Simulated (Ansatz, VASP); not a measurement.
Two plane-wave programs on Hf3ZrS8

```
CELL_PARAMETERS angstrom
6.60637 -3.65736 0.00006
6.60637 3.65736 0.00006
-6.60631 0.00000 6.33468
ATOMIC_POSITIONS crystal
Zr 0.00000 0.00000 0.00000
Hf 0.50000 0.50000 0.00000
Hf 0.50000 0.00000 0.50000
Hf 0.00000 0.50000 0.50000
S 0.44283 0.44283 0.66667
S 0.94197 0.94197 0.66444
S 0.94197 0.44532 0.16777
S 0.44532 0.94197 0.16777
S 0.05803 0.55468 0.83223
S 0.55468 0.05803 0.83223
S 0.55717 0.55717 0.33333
S 0.05803 0.05803 0.33556
```

Alike in both runs: functional PBE; k mesh 4 × 4 × 4; occupations gaussian, width 0.1 eV; no spin polarisation.

Ansatz relaxed the structure, and its values are those at the end. VASP's run is a single point on that final structure, the one shown.

|  | VASP | Ansatz |
| --- | --- | --- |
| version | VASP 6.6.1 | Ansatz 0.2.0 |
| potentials or method | VASP PAW PBE potentials, release 64 (Zr_sv, Hf_pv, S), cutoff 520 eV | scalar-relativistic, plane waves, PAW |
| valence electrons in the cell | 90 | 138 |

Ansatz gave:

* gap on the k mesh at the Fermi level (eV): 1.16
* least direct gap on the mesh (eV): 1.16
* pressure (GPa): 0.1
* rms of the force components (eV/Å): 0.009

Q: Estimate VASP's values.

A: gap on the k mesh at the Fermi level (eV): 1.17; least direct gap on the mesh (eV): 1.17; pressure (GPa): -0.3; rms of the force components (eV/Å): 0.035.

With one functional, cell and mesh, what is left measures potentials, basis and numerics. VASP's potentials hold 90 valence electrons a cell and Ansatz's 138, so a difference there can come from the potentials and not from the codes.

Neither program's run includes spin-orbit coupling.
